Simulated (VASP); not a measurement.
Hf, 1 atom in the cell. It takes space group Im-3m (No. 229, cubic). The conventional cell has a = 3.553 Å, b = 3.553 Å, c = 3.553 Å, α = 90.00°, β = 90.00°, γ = 90.00°. Within 4.1 Å of Hf (site symmetry m-3m) lie 14 Hf at 3.08 to 3.55 Å. 

| Property | Result |
| --- | --- |
| Program | VASP 6.6.1 |
| Task | single point |
| Functional | RPBE |
| Dispersion | D4 |
| Potentials or basis | VASP PAW PBE potentials, release 64 (Hf_pv) |
| Cutoff | 520 eV |
| k mesh | 10 × 10 × 10 |
| Occupations | fermi-dirac, width 0.05 eV |
| Spin | no spin polarisation |
| Dipole correction | no |
| Further INCAR settings | ALGO = Fast; EDIFF = 1e-07; NBANDS = 11 |

Potentials or basis: VASP PAW PBE potentials, release 64 (Hf_pv).

The run is started by

```console
$ cat potpaw_PBE.64/Hf_pv/POTCAR > POTCAR
$ mpirun -np 1 vasp_std > vasp.out
```

Hardware: 1 thread of Intel Xeon 8259CL (shared host).

**Question.** Estimate the wall time of this run.

**Answer.** Run time: 10 s on 1 thread of Intel Xeon 8259CL, with other jobs on the host, peak memory 0.14 GiB. Counts: scf iterations 14, k points 47.
